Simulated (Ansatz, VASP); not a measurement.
BaF2 in VASP and in Ansatz

Contents of INCAR:

```
  ALGO = Normal
  EDIFF = 1E-6
  ENCUT = 600
  GGA = PE
  GGA_COMPAT = False
  ISIF = 2
  ISMEAR = 0
  LASPH = True
  LCHARG = False
  LORBIT = 11
  LORBMOM = True
  LREAL = False
  LSORBIT = True
  LWAVE = False
  MAGMOM = 0 0 0 0 0 0 0 0 0
  NBANDS = 37
  NELM = 200
  PREC = Accurate
  SIGMA = 0.05
```

The input KPOINTS:

```
k-points
0
Gamma
  8 8 8
```

File POSCAR:

```
BaF2
1.0
    0.0000000000      3.1000485598      3.1000485598
    3.1000485598      0.0000000000      3.1000485598
    3.1000485598      3.1000485598      0.0000000000
Ba F
1 2
Direct
    0.0000000000      0.0000000000      0.0000000000
    0.2500000000      0.2500000000      0.2500000000
    0.7500000000      0.7500000000      0.7500000000
```

Input for Ansatz:

```yaml
crystal:
  lattice:
    - [0.0, 3.1000485598, 3.1000485598]
    - [3.1000485598, 0.0, 3.1000485598]
    - [3.1000485598, 3.1000485598, 0.0]
  atoms:
    - { symbol: Ba, position: [0.0, 0.0, 0.0] }
    - { symbol: F, position: [0.25, 0.25, 0.25] }
    - { symbol: F, position: [0.75, 0.75, 0.75] }
basis:
  ecutwfc: 420
  ecutrho_ratio: 4
kpoints:
  mp_grid: { grid: [8, 8, 8] }
hamiltonian:
  xc: pbe
scf:
  occupations: { method: gaussian, width: 0.05 }
output:
  forces: true
  stress: true
  eigenvalues: true
  populations: true
  states_by_energy: { minimum_broadening: 0.05 }
magnetization:
  noncollinear: true
  spin_orbit: true
```

Alike in both runs: task single point; functional PBE; k mesh 8 × 8 × 8; occupations gaussian, width 0.05 eV; non-collinear spin, spin-orbit coupling.

|  | VASP | Ansatz |
| --- | --- | --- |
| version | VASP 6.6.1 | Ansatz 0.2.0 |
| potentials or method | VASP PAW PBE potentials, release 64 (Ba_sv, F), cutoff 600 eV | plane waves, PAW |
| valence electrons in the cell | 24 | 24 |

|  | VASP | Ansatz | Ansatz less VASP |
| --- | --- | --- | --- |
| pressure (GPa) | 2.3 | 1.3 | -0.99 |
